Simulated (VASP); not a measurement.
# TaSiO4 (P-43m) in VASP: single point with PBE

Aim: the single point of TaSiO4 with PBE.

Program: VASP 6.6.1. These are calculated values, not measurements. Logs are shortened: lines on timing, memory, paths and dates and some standing lists are left out, and cuts for length are marked.

## (1) The cell of the first run

Symmetry: P-43m, No. 215, cubic system. The conventional cell has a = 4.139 Å, b = 4.139 Å, c = 4.139 Å, α = 90.00°, β = 90.00°, γ = 90.00°. Within 2.6 Å of Ta (site symmetry -43m) lie 4 O at 1.94 Å. Within 2.2 Å of Si (site symmetry -43m) lie 4 O at 1.64 Å. Within 2.2 Å of O (site symmetry 3m) lie 1 Si at 1.64 Å and 1 Ta at 1.94 Å.

## (2) Single point, PBE, collinear spin, ferromagnetic start

File INCAR:

```
PREC = Accurate
ENCUT = 520
EDIFF = 1E-7
ISMEAR = 0
SIGMA = 0.1
LREAL = F
LASPH = T
NELM = 150
ALGO = Normal
ISIF = 2
LWAVE = F
LCHARG = F
ISPIN = 2
MAGMOM = 0.39 0 0 0 0 0
LORBIT = 11
LMAXMIX = 4
GGA = PE
NBANDS = 32
```

File KPOINTS:

```
Automatic mesh
0
Gamma
  10 10 10
```

File POSCAR:

```
TaSiO4
1.0
    4.1392676490      0.0000000000      0.0000000000
    0.0000000000      4.1392676490      0.0000000000
    0.0000000000      0.0000000000      4.1392676490
Ta Si O
1 1 4
Direct
    0.0000000000      0.0000000000      0.0000000000
    0.5000000000      0.5000000000      0.5000000000
    0.2709269087      0.2709269087      0.2709269087
    0.7290730913      0.7290730913      0.2709269087
    0.7290730913      0.2709269087      0.7290730913
    0.2709269087      0.7290730913      0.7290730913
```

Potentials or basis: VASP PAW PBE potentials, release 64 (Ta_pv, Si, O).

Started as:

```
cat potpaw_PBE.64/Ta_pv/POTCAR potpaw_PBE.64/Si/POTCAR potpaw_PBE.64/O/POTCAR > POTCAR
mpirun -np 1 vasp_std > vasp.out
```

OUTCAR:

```text
PREC = Accurate
   ENCUT = 520
   EDIFF = 1E-7
   ISMEAR = 0
   LREAL = F
   LASPH = T
   NELM = 150
   ISIF = 2
   ISPIN = 2
   LORBIT = 11
   GGA = PE

 ion  position               nearest neighbor table
   1  0.000  0.000  0.000-   3 1.94   4 1.94   5 1.94   6 1.94
   2  0.500  0.500  0.500-   3 1.64   4 1.64   5 1.64   6 1.64
   3  0.271  0.271  0.271-   2 1.64   1 1.94
   4  0.729  0.729  0.271-   2 1.64   1 1.94
   5  0.729  0.271  0.729-   2 1.64   1 1.94
   6  0.271  0.729  0.729-   2 1.64   1 1.94

  LATTYP: Found a simple cubic cell.
 ALAT       =     4.1392676490

  Lattice vectors:

 A1 = (   4.1392676490,   0.0000000000,   0.0000000000)
 A2 = (   0.0000000000,   4.1392676490,   0.0000000000)
 A3 = (   0.0000000000,   0.0000000000,   4.1392676490)

Analysis of symmetry for initial positions (statically):
=====================================================================
 Subroutine PRICEL returns:
 Original cell was already a primitive cell.

 Routine SETGRP: Setting up the symmetry group for a
 simple cubic supercell.

 Subroutine GETGRP returns: Found 24 space group operations
 (whereof 24 operations were pure point group operations)
 out of a pool of 48 trial point group operations.

The static configuration has the point symmetry T_d .

Analysis of symmetry for dynamics (positions and initial velocities):
=====================================================================
 Subroutine PRICEL returns:
 Original cell was already a primitive cell.

 Routine SETGRP: Setting up the symmetry group for a
 simple cubic supercell.

 Subroutine GETGRP returns: Found 24 space group operations
 (whereof 24 operations were pure point group operations)
 out of a pool of 48 trial point group operations.

The dynamic configuration has the point symmetry T_d .

Analysis of structural, dynamic, and magnetic symmetry:
=====================================================================
 Subroutine PRICEL returns:
 Original cell was already a primitive cell.

 Routine SETGRP: Setting up the symmetry group for a
 simple cubic supercell.

 Subroutine GETGRP returns: Found 24 space group operations
 (whereof 24 operations were pure point group operations)
 out of a pool of 48 trial point group operations.

The overall configuration has the point symmetry T_d .

 Subroutine INISYM returns: Found 24 space group operations
 (whereof 24 operations are pure point group operations),
 and found     1 'primitive' translations

----------------------------------------------------------------------------------------

                                     Primitive cell

  volume of cell :      70.9203

  direct lattice vectors                    reciprocal lattice vectors
     4.139267649  0.000000000  0.000000000     0.241588630  0.000000000  0.000000000
     0.000000000  4.139267649  0.000000000     0.000000000  0.241588630  0.000000000
     0.000000000  0.000000000  4.139267649     0.000000000  0.000000000  0.241588630

  length of vectors
     4.139267649  4.139267649  4.139267649     0.241588630  0.241588630  0.241588630

  position of ions in fractional coordinates (direct lattice)
     0.000000000  0.000000000  0.000000000
     0.500000000  0.500000000  0.500000000
     0.270926909  0.270926909  0.270926909
     0.729073091  0.729073091  0.270926909
     0.729073091  0.270926909  0.729073091
     0.270926909  0.729073091  0.729073091

  ion indices of the primitive-cell ions
   primitive index   ion index
                 1           1
                 2           2
                 3           3
                 4           4
                 5           5
                 6           6

----------------------------------------------------------------------------------------

 KPOINTS: Automatic mesh

Automatic generation of k-mesh.
 Grid dimensions read from file:
 generate k-points for:   10   10   10

 Generating k-lattice:

  Cartesian coordinates                     Fractional coordinates (reciprocal lattice)
     0.024158863  0.000000000  0.000000000     0.100000000  0.000000000  0.000000000
     0.000000000  0.024158863  0.000000000     0.000000000  0.100000000  0.000000000
     0.000000000  0.000000000  0.024158863     0.000000000  0.000000000  0.100000000

  Length of vectors
     0.024158863  0.024158863  0.024158863

  Shift w.r.t. Gamma in fractional coordinates (k-lattice)
     0.000000000  0.000000000  0.000000000

 Subroutine IBZKPT returns following result:
 ===========================================

 Found     56 irreducible k-points:

 Following reciprocal coordinates:
            Coordinates               Weight
  0.000000  0.000000  0.000000      1.000000
  0.100000  0.000000  0.000000      6.000000
  0.200000  0.000000  0.000000      6.000000
  0.300000  0.000000  0.000000      6.000000
  0.400000  0.000000  0.000000      6.000000
  0.500000  0.000000  0.000000      3.000000
[... 16 lines left out ...]
  0.200000  0.100000  0.100000     24.000000
  0.300000  0.100000  0.100000     24.000000
 [... further k-points ...]
   k-points           NKPTS =     56   k-points in BZ     NKDIM =     56   number of bands    NBANDS=     32
   number of dos      NEDOS =    301   number of ions     NIONS =      6
   total plane-waves  NPLWV =  32768
   dimension x,y,z NGX =    32 NGY =   32 NGZ =   32
   dimension x,y,z NGXF=    64 NGYF=   64 NGZF=   64
   ions per type =               1   1   4
   NGX,Y,Z   is equivalent  to a cutoff of  12.85, 12.85, 12.85 a.u.
   NGXF,Y,Z  is equivalent  to a cutoff of  25.70, 25.70, 25.70 a.u.
 SYSTEM =  unknown system
   PREC   = accura    normal or accurate (medium, high low for compatibility)
   ISTART =      0    job   : 0-new  1-cont  2-samecut
   ICHARG =      2    charge: 1-file 2-atom 10-const
   ISPIN  =      2    spin polarized calculation?
   LNONCOLLINEAR =      F non collinear calculations
   LSORBIT =      F    spin-orbit coupling
   LASPH  =      T    aspherical Exc in radial PAW
   ENCUT  =  520.0 eV  38.22 Ry    6.18 a.u.   7.70  7.70  7.70*2*pi/ulx,y,z
   NELM   =    150;   NELMIN=  2; NELMDL= -5     # of ELM steps
   EDIFF  = 0.1E-06   stopping-criterion for ELM
   LREAL  =      F    real-space projection
   EDIFFG = 0.1E-05   stopping-criterion for IOM
   NSW    =      0    number of steps for IOM
   IBRION =     -1    ionic relax: 0-MD 1-quasi-New 2-CG
   NFREE  =      0    steps in history (QN), initial steepest desc. (CG)
   ISIF   =      2    stress and relaxation
   ISYM   =      2    0-nonsym 1-usesym 2-fastsym
   POTIM  = 0.5000    time-step for ionic-motion
   TEBEG  =    0.0;   TEEND  =   0.0 temperature during run
   PSTRESS=    0.0 pullay stress
   NELECT =      39.0000    total number of electrons
   NUPDOWN=      -1.0000    fix difference up-down
   EMIN   =  10.00;   EMAX   =-10.00  energy-range for DOS
   EFERMI =   0.00;   METHOD = LEGACY
   ISMEAR =     0;   SIGMA  =   0.10  broadening in eV -4-tet -1-fermi 0-gaus
   EFERMI_NEDOS =   21; number of points for ismear=-14 and -15
   IALGO  =     38    algorithm
   IMIX   =      4    mixing-type and parameters
     AMIX     =   0.40;   BMIX     =  1.00
     AMIX_MAG =   1.60;   BMIX_MAG =  1.00
  volume/ion in A,a.u.               =      11.82        79.77
  Fermi-wavevector in a.u.,A,eV,Ry     =   1.341239  2.534574 24.475822  1.798922
  Thomas-Fermi vector in A             =   2.469488
   LORBIT       =     11    0 simple, 1 ext, 2 COOP (PROOUT), +10 PAW based schemes
   GGA     = PE    functional components
   LHFCALC =     F    Hartree Fock is set to
   AEXX    =    0.0000 exact exchange contribution
   IVDW    =     0    specifies the selected vdW correction
   LEPSILON=     F    determine dielectric tensor
   LRPA    =     F    only Hartree local field effects (RPA)
 spin polarized calculation
 Gauss-broadening in eV      SIGMA  =   0.10
  energy-cutoff  :      520.00
  volume of cell :       70.92
 maximum number of plane-waves:      1935
 NGX is ok and might be reduce to    32
   NGX = 15   NGY = 15   NGZ = 15

 number of electron      38.9999980 magnetization       0.9999680

 Free energy of the ion-electron system (eV)
  ---------------------------------------------------
  ext. energy  EPLUGINS =         0.00000000
  ---------------------------------------------------
  free energy    TOTEN  =       -50.61032443 eV

  energy without entropy =      -50.59849168  energy(sigma->0) =      -50.60440805

 E-fermi :   6.7898     XC(G=0): -10.7003

 val. band max:        6.7838328924   @ k =   0.4000   0.3000   0.3000
 cond. band min:       6.7902474373   @ k =   0.5000   0.4000   0.4000
 fundamental gap:      0.0064145449
 Fermi energy:         6.7898493310

 spin component 1

 k-point     1 :       0.0000    0.0000    0.0000
  band No.  band energies     occupation
      1     -30.9947      1.00000
      2     -30.9947      1.00000
      3     -30.9947      1.00000
      4     -16.3360      1.00000
      5     -14.2988      1.00000
      6     -14.2988      1.00000
[... 23 lines left out ...]
     30      17.3935      0.00000
     31      17.8011      0.00000

 k-point     2 :       0.1000    0.0000    0.0000
  band No.  band energies     occupation
      1     -30.9964      1.00000
      2     -30.9945      1.00000
      3     -30.9945      1.00000
      4     -16.2986      1.00000
      5     -14.3445      1.00000
      6     -14.2997      1.00000
[... 23 lines left out ...]
     30      17.3920      0.00000
     31      17.7736      0.00000

 k-point     3 :       0.2000    0.0000    0.0000
  band No.  band energies     occupation
      1     -31.0008      1.00000
      2     -30.9940      1.00000
      3     -30.9940      1.00000
      4     -16.1925      1.00000
      5     -14.4734      1.00000
      6     -14.3027      1.00000
[... 703 lines left out ...]
     30      17.3698      0.00000
     31      17.6011      0.00000

 k-point    24 :       0.3000    0.1000    0.1000
  band No.  band energies     occupation
      1     -31.0058      1.00000
      2     -30.9949      1.00000
      3     -30.9947      1.00000
      4     -15.9829      1.00000
      5     -14.6478      1.00000
      6     -14.3457      1.00000
[... 23 lines left out ...]
     30      16.9530      0.00000
     31      17.4022      0.00000

 [... further k-points ...]

 spin component 2

 k-point     1 :       0.0000    0.0000    0.0000
  band No.  band energies     occupation
      1     -30.5026      1.00000
      2     -30.5025      1.00000
      3     -30.5025      1.00000
      4     -16.2979      1.00000
      5     -14.2797      1.00000
      6     -14.2797      1.00000
[... 23 lines left out ...]
     30      17.8401      0.00000
     31      17.8831      0.00000

 k-point     2 :       0.1000    0.0000    0.0000
  band No.  band energies     occupation
      1     -30.5043      1.00000
      2     -30.5023      1.00000
      3     -30.5023      1.00000
      4     -16.2608      1.00000
      5     -14.3249      1.00000
      6     -14.2806      1.00000
[... 23 lines left out ...]
     30      17.8384      0.00000
     31      17.8616      0.00000

 k-point     3 :       0.2000    0.0000    0.0000
  band No.  band energies     occupation
      1     -30.5087      1.00000
      2     -30.5018      1.00000
      3     -30.5018      1.00000
      4     -16.1554      1.00000
      5     -14.4526      1.00000
      6     -14.2834      1.00000
[... 703 lines left out ...]
     30      17.7437      0.00000
     31      17.7888      0.00000

 k-point    24 :       0.3000    0.1000    0.1000
  band No.  band energies     occupation
      1     -30.5137      1.00000
      2     -30.5026      1.00000
      3     -30.5025      1.00000
      4     -15.9470      1.00000
      5     -14.6255      1.00000
      6     -14.3262      1.00000
[... 23 lines left out ...]
     30      17.2416      0.00000
     31      17.6877      0.00000

 [... further k-points ...]

 [bands above 31 left out]

------------------------ aborting loop because EDIFF is reached ----------------------------------------

  FORCE on cell =-STRESS in cart. coord.  units (eV):
  Direction    XX          YY          ZZ          XY          YZ          ZX
  --------------------------------------------------------------------------------------
  -------------------------------------------------------------------------------------
  Total        0.2058525      0.2058525      0.2058525     -0.0000000      0.0000000     -0.0000000
  in kB        4.6504632      4.6504632      4.6504632     -0.0000000      0.0000000     -0.0000000
  external PRESSURE =       4.6504632 kB  Pullay stress =       0.0000000 kB

 VOLUME and BASIS-vectors are now :
 -----------------------------------------------------------------------------
  energy-cutoff  :      520.00
  volume of cell :       70.92
      direct lattice vectors                 reciprocal lattice vectors
     4.139267649  0.000000000  0.000000000     0.241588630  0.000000000  0.000000000
     0.000000000  4.139267649  0.000000000     0.000000000  0.241588630  0.000000000
     0.000000000  0.000000000  4.139267649     0.000000000  0.000000000  0.241588630

 POSITION                                       TOTAL-FORCE (eV/Angst)
 -----------------------------------------------------------------------------------
      0.00000      0.00000      0.00000         0.000000     -0.000000      0.000000
      2.06963      2.06963      2.06963         0.000000     -0.000000      0.000000
      1.12144      1.12144      1.12144         0.020255      0.020255      0.020255
      3.01783      3.01783      1.12144        -0.020255     -0.020255      0.020255
      3.01783      1.12144      3.01783        -0.020255      0.020255     -0.020255
      1.12144      3.01783      3.01783         0.020255     -0.020255     -0.020255
 -----------------------------------------------------------------------------------
    total drift:                                0.000000      0.000000      0.000000

  FREE ENERGIE OF THE ION-ELECTRON SYSTEM (eV)
  ---------------------------------------------------
  free  energy   TOTEN  =       -50.6103244344 eV

  energy  without entropy=      -50.5984916755  energy(sigma->0) =      -50.60440805

 total charge

# of ion       s       p       d       tot
------------------------------------------
    1        0.293   6.220   2.315   8.829
    2        0.634   0.970   0.000   1.604
    3        1.555   3.585   0.000   5.140
    4        1.555   3.585   0.000   5.140
    5        1.555   3.585   0.000   5.140
    6        1.555   3.585   0.000   5.140
--------------------------------------------------
tot          7.147  21.531   2.315  30.993

 magnetization (x)

# of ion       s       p       d       tot
------------------------------------------
    1        0.009   0.008   0.703   0.720
    2        0.003   0.019   0.000   0.023
    3        0.000  -0.003   0.000  -0.002
    4        0.000  -0.003   0.000  -0.002
    5        0.000  -0.003   0.000  -0.002
    6        0.000  -0.003   0.000  -0.002
--------------------------------------------------
tot          0.015   0.017   0.703   0.734
```

Wall time 5.1 min (1 thread of AMD EPYC 7R43 (Zen 3), shared host); peak memory 0.3 GiB.

What came out:

| Quantity | Value |
| --- | --- |
| Free energy | -50.6103 eV |
| Pressure | 0.5 GPa |
| Largest force | 0.035 eV/Å |
| Band gap on the k mesh | zero (filled and empty bands overlap) |
| Net moment | 1.00 μB per cell |
| Site moments | Ta +0.72; Si +0.02; O -0.00 μB |
| Valence electrons inside the program's atomic spheres | Ta 8.83; Si 1.60; O 5.14 |

Forces in eV/Å, atoms in the order of the input:
```
Ta   0.000  0.000  0.000
Si   0.000  0.000  0.000
O    0.020  0.020  0.020
O   -0.020 -0.020  0.020
O   -0.020  0.020 -0.020
O    0.020 -0.020 -0.020
```

Levels at points of the mesh, in eV from the Fermi level:
Spin up:
| k point | band 17 | band 18 | band 19 | band 20 | band 21 | band 22 | band 23 | band 24 |
| --- | --- | --- | --- | --- | --- | --- | --- | --- |
| (0.00, 0.00, 0.00) | -5.29 | -5.29 | -5.29 | -0.16 | -0.16 | 0.21 | 0.56 | 0.56 |
| (0.50, 0.00, 0.00) | -5.96 | -4.82 | -4.82 | -0.44 | 0.71 | 0.93 | 0.93 | 1.13 |
| (0.50, 0.50, 0.00) | -5.44 | -5.39 | -5.22 | -0.26 | 0.56 | 0.58 | 1.98 | 1.98 |
| (0.50, 0.50, 0.50) | -4.55 | -4.55 | -4.55 | 0.04 | 0.04 | 2.46 | 2.46 | 2.46 |
Spin down:
| k point | band 16 | band 17 | band 18 | band 19 | band 20 | band 21 | band 22 | band 23 |
| --- | --- | --- | --- | --- | --- | --- | --- | --- |
| (0.00, 0.00, 0.00) | -5.39 | -5.27 | -5.27 | -5.27 | 0.53 | 0.64 | 0.64 | 0.90 |
| (0.50, 0.00, 0.00) | -5.90 | -5.90 | -4.79 | -4.79 | 0.41 | 1.26 | 1.26 | 1.45 |
| (0.50, 0.50, 0.00) | -5.41 | -5.41 | -5.20 | -5.20 | 0.51 | 0.91 | 1.39 | 2.34 |
| (0.50, 0.50, 0.50) | -5.64 | -4.54 | -4.54 | -4.54 | 0.89 | 0.89 | 2.80 | 2.80 |

Caveat: spin-orbit coupling is left out, which moves the levels of the heavy elements.
